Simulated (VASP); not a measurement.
# MgO (P6_3mc) in VASP: notebook, part 2 of 2

VASP 6.6.1.

## (5) Single point, r2SCAN (strain -1.0%)

Contents of POSCAR:

```
MgO
1.0
    3.2553350558      0.0000000000      0.0000000000
   -1.6276675279      2.8192028561      0.0000000000
    0.0000000000      0.0000000000      4.9840226120
Mg O
2 2
Direct
    0.3333333333      0.6666666667     -0.0101892103
    0.6666666667      0.3333333333      0.4898107897
    0.3333333333      0.6666666667      0.3851892103
    0.6666666667      0.3333333333      0.8851892103
```

Contents of INCAR.step1:

```
ALGO     = Normal         # electronic algorithm
EDIFF    = 1E-5           # SCF threshold, eV
ENCUT    = 660            # plane-wave cutoff, eV
GGA      = PE             # functional
GGA_COMPAT= F            
ISMEAR   = 0              # smearing method
LASPH    = T              # aspherical terms in the spheres
LCHARG   = F              # write CHGCAR
LREAL    = F              # projectors in reciprocal space
LWAVE    = T              # write WAVECAR
NBANDS   = 24             # bands
NELM     = 120            # most SCF steps
PREC     = Accurate       # precision mode
SIGMA    = 0.01           # smearing width, eV
```

Contents of INCAR.step2:

```
ALGO     = Normal         # electronic algorithm
EDIFF    = 1E-6           # SCF threshold, eV
ENCUT    = 660            # plane-wave cutoff, eV
GGA_COMPAT= F            
ISIF     = 2              # what is computed and relaxed
ISMEAR   = 0              # smearing method
ISTART   = 1            
LASPH    = T              # aspherical terms in the spheres
LCHARG   = F              # write CHGCAR
LMIXTAU  = T            
LREAL    = F              # projectors in reciprocal space
LWAVE    = F              # write WAVECAR
METAGGA  = R2SCAN         # meta-GGA
NBANDS   = 24             # bands
NELM     = 120            # most SCF steps
PREC     = Accurate       # precision mode
SIGMA    = 0.01           # smearing width, eV
```

Contents of KPOINTS:

```
k-points
0
Gamma
  12 12 6
```

Potentials or basis: VASP PAW PBE potentials, release 64 (Mg_sv, O).

Run with:

```
> cat potpaw_PBE.64/Mg_sv/POTCAR potpaw_PBE.64/O/POTCAR > POTCAR
> cp INCAR.step1 INCAR
> mpirun -np 1 vasp_std > vasp.out
> cp INCAR.step2 INCAR
> mpirun -np 1 vasp_std > vasp.out
```

OUTCAR:

```text
EDIFF = 1E-6
   ENCUT = 660
   ISIF = 2
   ISMEAR = 0
   ISTART = 1
   LASPH = T
   LREAL = F
   METAGGA = R2SCAN
   NELM = 120
   PREC = Accurate

 ion  position               nearest neighbor table
   1  0.333  0.667  0.990-   4 1.95   4 1.95   4 1.95   3 1.97
   2  0.667  0.333  0.490-   3 1.95   3 1.95   3 1.95   4 1.97
   3  0.333  0.667  0.385-   2 1.95   2 1.95   2 1.95   1 1.97
   4  0.667  0.333  0.885-   1 1.95   1 1.95   1 1.95   2 1.97

[... 849 lines left out ...]

  FORCE on cell =-STRESS in cart. coord.  units (eV):
  Direction    XX          YY          ZZ          XY          YZ          ZX
  --------------------------------------------------------------------------------------
  -------------------------------------------------------------------------------------
  Total        1.2181683      1.2181683      0.8903568      0.0000000      0.0000000      0.0000000
  in kB       42.6693321     42.6693321     31.1869325      0.0000000      0.0000000      0.0000000
  external PRESSURE =      38.8418655 kB  Pullay stress =       0.0000000 kB

 VOLUME and BASIS-vectors are now :
 -----------------------------------------------------------------------------
  energy-cutoff  :      660.00
  volume of cell :       45.74
      direct lattice vectors                 reciprocal lattice vectors
     3.255335056  0.000000000  0.000000000     0.307188041  0.177355098  0.000000000
    -1.627667528  2.819202856  0.000000000     0.000000000  0.354710197  0.000000000
     0.000000000  0.000000000  4.984022612     0.000000000  0.000000000  0.200641144

 POSITION                                       TOTAL-FORCE (eV/Angst)
 -----------------------------------------------------------------------------------
     -0.00000      1.87947      4.93324        -0.000000     -0.000000      0.021331
      1.62767      0.93973      2.44123         0.000000      0.000000      0.021331
     -0.00000      1.87947      1.91979         0.000000      0.000000     -0.021331
      1.62767      0.93973      4.41180        -0.000000      0.000000     -0.021331
 -----------------------------------------------------------------------------------
    total drift:                               -0.000001     -0.000000      0.127979

  FREE ENERGIE OF THE ION-ELECTRON SYSTEM (eV)
  ---------------------------------------------------
  free  energy   TOTEN  =       -31.8580697843 eV

  energy  without entropy=      -31.8580697843  energy(sigma->0) =      -31.85806978
```

OUTCAR.step1:

```text
EDIFF = 1E-5
   ENCUT = 660
   GGA = PE
   ISMEAR = 0
[... 880 lines left out ...]
     -0.00000      1.87947      4.93324        -0.000000     -0.000000     -0.019656
      1.62767      0.93973      2.44123         0.000000      0.000000     -0.019656
     -0.00000      1.87947      1.91979         0.000000      0.000000      0.019656
      1.62767      0.93973      4.41180         0.000000      0.000000      0.019656
 -----------------------------------------------------------------------------------
    total drift:                               -0.000001     -0.000000     -0.003934

  FREE ENERGIE OF THE ION-ELECTRON SYSTEM (eV)
  ---------------------------------------------------
  free  energy   TOTEN  =       -23.4262413839 eV

  energy  without entropy=      -23.4262413839  energy(sigma->0) =      -23.42624138
```

OSZICAR.step1:

```text
N       E                     dE             d eps       ncg     rms          rms(c)
DAV:   1     0.379751665865E+03    0.37975E+03   -0.23533E+04  3760   0.181E+03
DAV:   2     0.728182589352E+01   -0.37247E+03   -0.35904E+03  4200   0.530E+02
DAV:   3    -0.248181660410E+02   -0.32100E+02   -0.31496E+02  6032   0.121E+02
DAV:   4    -0.276790292338E+02   -0.28609E+01   -0.28557E+01  4104   0.342E+01
DAV:   5    -0.277915088168E+02   -0.11248E+00   -0.11247E+00  4704   0.492E+00    0.133E+01
DAV:   6    -0.234489962013E+02    0.43425E+01   -0.11905E+01  3664   0.211E+01    0.433E+00
DAV:   7    -0.234324609769E+02    0.16535E-01   -0.43108E-01  4112   0.454E+00    0.252E+00
DAV:   8    -0.234268975658E+02    0.55634E-02   -0.10425E-01  4096   0.304E+00    0.423E-01
DAV:   9    -0.234251175941E+02    0.17800E-02   -0.11188E-02  4744   0.764E-01    0.141E-01
DAV:  10    -0.234262241397E+02   -0.11065E-02   -0.15389E-03  4368   0.264E-01    0.458E-02
DAV:  11    -0.234262464303E+02   -0.22291E-04   -0.90176E-05  4632   0.936E-02    0.212E-02
DAV:  12    -0.234262413839E+02    0.50463E-05   -0.11622E-05  2704   0.376E-02
   1 F= -.23426241E+02 E0= -.23426241E+02  d E =-.312109E-26
```

It took 4.6 min on 1 thread of AMD EPYC 7R13 (Zen 3), shared host; peak memory 0.22 GiB.

What came out:

```
Free energy            : -31.8581 eV
Pressure               : 3.9 GPa
Largest force          : 0.021 eV/Å
Band gap on the k mesh : 4.40 eV
```

Forces in eV/Å, atoms in the order of the input:
```
Mg   0.000  0.000  0.021
Mg   0.000  0.000  0.021
O    0.000  0.000 -0.021
O    0.000  0.000 -0.021
```

Stress tensor (GPa, compression positive):
```
4.27 0.00 0.00
0.00 4.27 0.00
0.00 0.00 3.12
```

Caveat: the cell differs from its parent crystal (strain -1.0%); the cell stands under pressure; the PAW data sets were made with another functional, which shifts forces and pressure a little.

## (6) Overview

| cell | cutoff (eV) | mended | gap on the mesh (eV) | pressure (GPa) | largest force (eV/Å) |
| --- | --- | --- | --- | --- | --- |
| a = 3.222, b = 3.222, c = 4.934 Å, angles 90.0, 90.0, 120.0°, 4 atoms | 750 | yes | 4.58 | 8.7 | 0.02 |
| a = 3.190, b = 3.190, c = 4.883 Å, angles 90.0, 90.0, 120.0°, 4 atoms | 750 | yes | 4.76 | 14.2 | 0.02 |
| a = 3.255, b = 3.255, c = 4.984 Å, angles 90.0, 90.0, 120.0°, 4 atoms | 750 | yes | 4.40 | 4.0 | 0.04 |
| a = 3.255, b = 3.255, c = 4.984 Å, angles 90.0, 90.0, 120.0°, 4 atoms | 660 | - | 4.40 | 3.9 | 0.02 |

Alike in all rows: task single point; level r2SCAN; potentials or basis VASP PAW PBE potentials, release 64 (Mg_sv, O); no spin polarisation; k mesh 12 × 12 × 6; smearing gaussian 0.01 eV.

Caveats: the cell stands under pressure; the PAW data sets were made with another functional, which shifts forces and pressure a little.

Absolute energies hang on the potentials; compare differences alone.
